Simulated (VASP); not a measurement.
# Si3As (Pm-3m) in VASP: single point with PBE

Aim: the single point of Si3As with PBE.

Program: VASP 6.6.1. These are calculated values, not measurements. Logs are shortened: lines on timing, memory, paths and dates and some standing lists are left out, and cuts for length are marked.

## Step 1: The cell of the first run

The structure is cubic, space group Pm-3m (No. 221). The conventional cell has a = 4.312 Å, b = 4.312 Å, c = 4.312 Å, α = 90.00°, β = 90.00°, γ = 90.00°. Within 4.0 Å of Si (site symmetry 4/mmm) lie 8 Si at 3.05 Å and 4 As at 3.05 Å. Within 4.0 Å of As (site symmetry m-3m) lie 12 Si at 3.05 Å.

The cell was built from a structure type or drawn by symmetry, and may not be a known phase.

## Step 2: Single point, PBE

The input, INCAR:

```
SYSTEM = Si3As
PREC = Accurate
ENCUT = 520
EDIFF = 1E-7
ISMEAR = 0
SIGMA = 0.1
LREAL = .False.
LASPH = .True.
NELM = 60
ALGO = Normal
ISIF = 2
LWAVE = .False.
LCHARG = .True.
GGA = PE
LELF = .True.
LVHAR = .True.
NBANDS = 16
```

The input, KPOINTS:

```
Automatic mesh
0
Gamma
  4 4 4
  0 0 0
```

The input, POSCAR:

```
Si3As
1.0
    4.3117133800      0.0000000000      0.0000000000
    0.0000000000      4.3117133800      0.0000000000
    0.0000000000      0.0000000000      4.3117133800
Si As
3 1
Direct
    0.5000000000      0.0000000000      0.0000000000
    0.0000000000      0.5000000000      0.0000000000
    0.0000000000      0.0000000000      0.5000000000
    0.5000000000      0.5000000000      0.5000000000
```

Potentials or basis: VASP PAW PBE potentials, release 64 (Si, As).

Run with:

```
$ cat potpaw_PBE.64/Si/POTCAR potpaw_PBE.64/As/POTCAR > POTCAR
$ mpirun -np 1 vasp_std > vasp.out
```

OUTCAR:

```text
SYSTEM = Si3As
   PREC = Accurate
   ENCUT = 520
   EDIFF = 1E-7
   ISMEAR = 0
   LREAL = .False.
   LASPH = .True.
   NELM = 60
   ISIF = 2
   GGA = PE

 ion  position               nearest neighbor table
   1  0.500  0.000  0.000-   2 3.05   3 3.05   3 3.05   2 3.05   2 3.05   3 3.05   3 3.05   2 3.05

   2  0.000  0.500  0.000-   1 3.05   3 3.05   3 3.05   1 3.05   3 3.05   3 3.05   1 3.05   1 3.05

   3  0.000  0.000  0.500-   1 3.05   2 3.05   1 3.05   2 3.05   2 3.05   2 3.05   1 3.05   1 3.05

   4  0.500  0.500  0.500-

  LATTYP: Found a simple cubic cell.
 ALAT       =     4.3117133800

  Lattice vectors:

 A1 = (   4.3117133800,   0.0000000000,   0.0000000000)
 A2 = (   0.0000000000,   4.3117133800,   0.0000000000)
 A3 = (   0.0000000000,   0.0000000000,   4.3117133800)

Analysis of symmetry for initial positions (statically):
=====================================================================
 Subroutine PRICEL returns:
 Original cell was already a primitive cell.

 Routine SETGRP: Setting up the symmetry group for a
 simple cubic supercell.

 Subroutine GETGRP returns: Found 48 space group operations
 (whereof 48 operations were pure point group operations)
 out of a pool of 48 trial point group operations.

The static configuration has the point symmetry O_h .

Analysis of symmetry for dynamics (positions and initial velocities):
=====================================================================
 Subroutine PRICEL returns:
 Original cell was already a primitive cell.

 Routine SETGRP: Setting up the symmetry group for a
 simple cubic supercell.

 Subroutine GETGRP returns: Found 48 space group operations
 (whereof 48 operations were pure point group operations)
 out of a pool of 48 trial point group operations.

The dynamic configuration has the point symmetry O_h .

 Subroutine INISYM returns: Found 48 space group operations
 (whereof 48 operations are pure point group operations),
 and found     1 'primitive' translations

----------------------------------------------------------------------------------------

                                     Primitive cell

  volume of cell :      80.1585

  direct lattice vectors                    reciprocal lattice vectors
     4.311713380  0.000000000  0.000000000     0.231926362  0.000000000  0.000000000
     0.000000000  4.311713380  0.000000000     0.000000000  0.231926362  0.000000000
     0.000000000  0.000000000  4.311713380     0.000000000  0.000000000  0.231926362

  length of vectors
     4.311713380  4.311713380  4.311713380     0.231926362  0.231926362  0.231926362

  position of ions in fractional coordinates (direct lattice)
     0.500000000  0.000000000  0.000000000
     0.000000000  0.500000000  0.000000000
     0.000000000  0.000000000  0.500000000
     0.500000000  0.500000000  0.500000000

  ion indices of the primitive-cell ions
   primitive index   ion index
                 1           1
                 2           2
                 3           3
                 4           4

----------------------------------------------------------------------------------------

 KPOINTS: Automatic mesh

Automatic generation of k-mesh.
 Grid dimensions read from file:
 generate k-points for:    4    4    4

 Generating k-lattice:

  Cartesian coordinates                     Fractional coordinates (reciprocal lattice)
     0.057981591  0.000000000  0.000000000     0.250000000  0.000000000  0.000000000
     0.000000000  0.057981591  0.000000000     0.000000000  0.250000000  0.000000000
     0.000000000  0.000000000  0.057981591     0.000000000  0.000000000  0.250000000

  Length of vectors
     0.057981591  0.057981591  0.057981591

  Shift w.r.t. Gamma in fractional coordinates (k-lattice)
     0.000000000  0.000000000  0.000000000

 Subroutine IBZKPT returns following result:
 ===========================================

 Found     10 irreducible k-points:

 Following reciprocal coordinates:
            Coordinates               Weight
  0.000000  0.000000  0.000000      1.000000
  0.250000  0.000000  0.000000      6.000000
  0.500000  0.000000  0.000000      3.000000
  0.250000  0.250000  0.000000     12.000000
  0.500000  0.250000  0.000000     12.000000
  0.500000  0.500000  0.000000      3.000000
  0.250000  0.250000  0.250000      8.000000
  0.500000  0.250000  0.250000     12.000000
  0.500000  0.500000  0.250000      6.000000
  0.500000  0.500000  0.500000      1.000000
   k-points           NKPTS =     10   k-points in BZ     NKDIM =     10   number of bands    NBANDS=     16
   number of dos      NEDOS =    301   number of ions     NIONS =      4
   total plane-waves  NPLWV =  32768
   dimension x,y,z NGX =    32 NGY =   32 NGZ =   32
   dimension x,y,z NGXF=    64 NGYF=   64 NGZF=   64
   ions per type =               3   1
   NGX,Y,Z   is equivalent  to a cutoff of  12.34, 12.34, 12.34 a.u.
   NGXF,Y,Z  is equivalent  to a cutoff of  24.68, 24.68, 24.68 a.u.
 SYSTEM =  Si3As
   PREC   = accura    normal or accurate (medium, high low for compatibility)
   ISTART =      0    job   : 0-new  1-cont  2-samecut
   ICHARG =      2    charge: 1-file 2-atom 10-const
   ISPIN  =      1    spin polarized calculation?
   LNONCOLLINEAR =      F non collinear calculations
   LSORBIT =      F    spin-orbit coupling
   LASPH  =      T    aspherical Exc in radial PAW
   ENCUT  =  520.0 eV  38.22 Ry    6.18 a.u.   8.02  8.02  8.02*2*pi/ulx,y,z
   NELM   =     60;   NELMIN=  2; NELMDL= -5     # of ELM steps
   EDIFF  = 0.1E-06   stopping-criterion for ELM
   LREAL  =      F    real-space projection
   EDIFFG = 0.1E-05   stopping-criterion for IOM
   NSW    =      0    number of steps for IOM
   IBRION =     -1    ionic relax: 0-MD 1-quasi-New 2-CG
   NFREE  =      0    steps in history (QN), initial steepest desc. (CG)
   ISIF   =      2    stress and relaxation
   ISYM   =      2    0-nonsym 1-usesym 2-fastsym
   POTIM  = 0.5000    time-step for ionic-motion
   TEBEG  =    0.0;   TEEND  =   0.0 temperature during run
   PSTRESS=    0.0 pullay stress
   NELECT =      17.0000    total number of electrons
   NUPDOWN=      -1.0000    fix difference up-down
   EMIN   =  10.00;   EMAX   =-10.00  energy-range for DOS
   EFERMI =   0.00;   METHOD = LEGACY
   ISMEAR =     0;   SIGMA  =   0.10  broadening in eV -4-tet -1-fermi 0-gaus
   EFERMI_NEDOS =   21; number of points for ismear=-14 and -15
   IALGO  =     38    algorithm
   IMIX   =      4    mixing-type and parameters
     AMIX     =   0.40;   BMIX     =  1.00
     AMIX_MAG =   1.60;   BMIX_MAG =  1.00
  volume/ion in A,a.u.               =      20.04       135.23
  Fermi-wavevector in a.u.,A,eV,Ry     =   0.976280  1.844903 12.968032  0.953123
  Thomas-Fermi vector in A             =   2.106887
   LORBIT       =      0    0 simple, 1 ext, 2 COOP (PROOUT), +10 PAW based schemes
   GGA     = PE    functional components
   LHFCALC =     F    Hartree Fock is set to
   AEXX    =    0.0000 exact exchange contribution
   IVDW    =     0    specifies the selected vdW correction
   LEPSILON=     F    determine dielectric tensor
   LRPA    =     F    only Hartree local field effects (RPA)
 non-spin polarized calculation
 Gauss-broadening in eV      SIGMA  =   0.10
  energy-cutoff  :      520.00
  volume of cell :       80.16
 maximum number of plane-waves:      2176
   NGX = 17   NGY = 17   NGZ = 17

 number of electron      17.0000005 magnetization

 Free energy of the ion-electron system (eV)
  ---------------------------------------------------
  ext. energy  EPLUGINS =         0.00000000
  ---------------------------------------------------
  free energy    TOTEN  =       -17.96062703 eV

  energy without entropy =      -17.94435035  energy(sigma->0) =      -17.95248869

 E-fermi :   6.2680     XC(G=0): -10.0706

 val. band max:        6.2574382249   @ k =   0.2500   0.0000   0.0000
 cond. band min:       6.2721868151   @ k =   0.2500   0.2500   0.0000
 fundamental gap:      0.0147485901
 Fermi energy:         6.2680333692

 k-point     1 :       0.0000    0.0000    0.0000
  band No.  band energies     occupation
      1      -6.5988      2.00000
      2      -1.0833      2.00000
      3       1.5757      2.00000
      4       1.5757      2.00000
      5       1.9520      2.00000
      6       1.9520      2.00000
[... 8 lines left out ...]
     15      11.3209      0.00000
     16      11.3209      0.00000

 k-point     2 :       0.2500    0.0000    0.0000
  band No.  band energies     occupation
      1      -6.1925      2.00000
      2      -2.2756      2.00000
      3       0.3068      2.00000
      4       1.8616      2.00000
      5       2.4080      2.00000
      6       2.4080      2.00000
[... 8 lines left out ...]
     15      11.9055      0.00000
     16      11.9061      0.00000

 k-point     3 :       0.5000    0.0000    0.0000
  band No.  band energies     occupation
      1      -5.4736      2.00000
      2      -3.7141      2.00000
      3       0.4025      2.00000
      4       2.2452      2.00000
      5       3.4601      2.00000
      6       3.4601      2.00000
[... 8 lines left out ...]
     15      10.3312      0.00000
     16      10.3312      0.00000

 k-point     4 :       0.2500    0.2500    0.0000
  band No.  band energies     occupation
      1      -5.8038      2.00000
      2      -2.2821      2.00000
      3      -0.9960      2.00000
      4       1.0497      2.00000
      5       2.8615      2.00000
      6       3.8169      2.00000
[... 8 lines left out ...]
     15      10.0811      0.00000
     16      12.3697      0.00000

 k-point     5 :       0.5000    0.2500    0.0000
  band No.  band energies     occupation
      1      -5.1491      2.00000
      2      -3.2424      2.00000
      3      -0.8218      2.00000
      4       0.3758      2.00000
      5       3.6526      2.00000
      6       3.8977      2.00000
[... 8 lines left out ...]
     15      10.9994      0.00000
     16      11.0009      0.00000

 k-point     6 :       0.5000    0.5000    0.0000
  band No.  band energies     occupation
      1      -4.6776      2.00000
      2      -1.9406      2.00000
      3      -1.9406      2.00000
      4      -1.7425      2.00000
      5       4.6059      2.00000
      6       4.7704      2.00000
[... 8 lines left out ...]
     15      11.6940      0.00000
     16      11.7513      0.00000

 k-point     7 :       0.2500    0.2500    0.2500
  band No.  band energies     occupation
      1      -5.4382      2.00000
      2      -2.2099      2.00000
      3      -0.5641      2.00000
      4      -0.5641      2.00000
      5       3.1131      2.00000
      6       3.2862      2.00000
[... 8 lines left out ...]
     15      12.3596      0.00000
     16      12.3596      0.00000

 k-point     8 :       0.5000    0.2500    0.2500
  band No.  band energies     occupation
      1      -4.8575      2.00000
      2      -2.7774      2.00000
      3      -0.9507      2.00000
      4       0.2827      2.00000
      5       1.6277      2.00000
      6       1.9096      2.00000
[... 8 lines left out ...]
     15      10.7485      0.00000
     16      11.0446      0.00000

 k-point     9 :       0.5000    0.5000    0.2500
  band No.  band energies     occupation
      1      -4.4601      2.00000
      2      -1.4997      2.00000
      3      -1.4997      2.00000
      4      -1.3380      2.00000
      5       1.8888      2.00000
      6       2.5085      2.00000
[... 8 lines left out ...]
     15      11.9390      0.00000
     16      11.9406      0.00000

 k-point    10 :       0.5000    0.5000    0.5000
  band No.  band energies     occupation
      1      -4.1970      2.00000
      2      -0.6277      2.00000
      3      -0.6277      2.00000
      4      -0.6277      2.00000
      5       0.7370      2.00000
      6       0.7370      2.00000
[... 8 lines left out ...]
     15      12.2536      0.00000
     16      12.2536      0.00000

------------------------ aborting loop because EDIFF is reached ----------------------------------------

  FORCE on cell =-STRESS in cart. coord.  units (eV):
  Direction    XX          YY          ZZ          XY          YZ          ZX
  --------------------------------------------------------------------------------------
  -------------------------------------------------------------------------------------
  Total       -5.3163385     -5.3163385     -5.3163385      0.0000000     -0.0000000      0.0000000
  in kB     -106.2609164   -106.2609164   -106.2609164      0.0000000     -0.0000000      0.0000000
  external PRESSURE =    -106.2609164 kB  Pullay stress =       0.0000000 kB

 VOLUME and BASIS-vectors are now :
 -----------------------------------------------------------------------------
  energy-cutoff  :      520.00
  volume of cell :       80.16
      direct lattice vectors                 reciprocal lattice vectors
     4.311713380  0.000000000  0.000000000     0.231926362  0.000000000  0.000000000
     0.000000000  4.311713380  0.000000000     0.000000000  0.231926362  0.000000000
     0.000000000  0.000000000  4.311713380     0.000000000  0.000000000  0.231926362

 POSITION                                       TOTAL-FORCE (eV/Angst)
 -----------------------------------------------------------------------------------
      2.15586      0.00000      0.00000         0.000000      0.000000      0.000000
      0.00000      2.15586      0.00000         0.000000      0.000000      0.000000
      0.00000      0.00000      2.15586         0.000000      0.000000      0.000000
      2.15586      2.15586      2.15586         0.000000      0.000000      0.000000
 -----------------------------------------------------------------------------------
    total drift:                                0.000000      0.000000     -0.000000

  FREE ENERGIE OF THE ION-ELECTRON SYSTEM (eV)
  ---------------------------------------------------
  free  energy   TOTEN  =       -17.9606270306 eV

  energy  without entropy=      -17.9443503519  energy(sigma->0) =      -17.95248869
```

It took 12 s on 1 thread of AMD EPYC 7R43 (Zen 3), shared host; peak memory 0.14 GiB.

Results:

```
Free energy            : -17.9606 eV
Pressure               : -10.6 GPa
Band gap on the k mesh : zero (an odd number of electrons rules out a gap without spin polarisation)
```

Caveat: the k points lie up to 0.36 Å⁻¹ apart, too coarse for converged energies and pressures of a metal.
